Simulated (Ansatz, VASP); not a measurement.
Two plane-wave programs on BeTe

File INCAR:

```
SYSTEM = BeTe
ALGO = Normal ; EDIFF = 1E-6
ENCUT = 600 ; GGA = PE
GGA_COMPAT = .FALSE. ; ISIF = 2
ISMEAR = 0 ; LASPH = .TRUE.
LCHARG = .FALSE. ; LREAL = .FALSE.
LWAVE = .FALSE. ; NBANDS = 11
NELM = 120 ; PREC = Accurate
SIGMA = 0.05
```

Contents of KPOINTS:

```
k-points
0
G
  10 10 10
  0 0 0
```

File POSCAR:

```
BeTe
1.0
    0.0000000000      2.8324841177      2.8324841177
    2.8324841177      0.0000000000      2.8324841177
    2.8324841177      2.8324841177      0.0000000000
Be Te
1 1
Direct
    0.0000000000      0.0000000000      0.0000000000
    0.7500000000      0.7500000000      0.7500000000
```

Input for Ansatz:

```yaml
crystal:
  lattice:
    - [0.0, 2.8324841177, 2.8324841177]
    - [2.8324841177, 0.0, 2.8324841177]
    - [2.8324841177, 2.8324841177, 0.0]
  atoms:
    - { symbol: Be, position: [0.0, 0.0, 0.0] }
    - { symbol: Te, position: [0.75, 0.75, 0.75] }
basis:
  ecutwfc: 420
  ecutrho_ratio: 4
kpoints:
  mp_grid: { grid: [10, 10, 10] }
hamiltonian:
  xc: pbe
scf:
  occupations: { method: gaussian, width: 0.05 }
output:
  forces: true
  stress: true
  eigenvalues: true
```

Alike in both runs: task single point; functional PBE; k mesh 10 × 10 × 10; occupations gaussian, width 0.05 eV; no spin polarisation.

```csv
,VASP,Ansatz
version,VASP 6.6.1,Ansatz 0.2.0
potentials or method,"VASP PAW PBE potentials, release 64 (Be, Te), cutoff 600 eV","scalar-relativistic, plane waves, PAW"
valence electrons in the cell,8,18
```

Ansatz gave:

- gap on the k mesh at the Fermi level (eV): 2.03
- least direct gap on the mesh (eV): 3.64
- pressure (GPa): 0.0

Question: Estimate VASP's values.

Answer: gap on the k mesh at the Fermi level (eV): 2.02; least direct gap on the mesh (eV): 3.62; pressure (GPa): 0.1.

VASP's potentials hold 8 valence electrons a cell and Ansatz's 18, so a difference there can come from the potentials and not from the codes.

Neither program's run includes spin-orbit coupling.
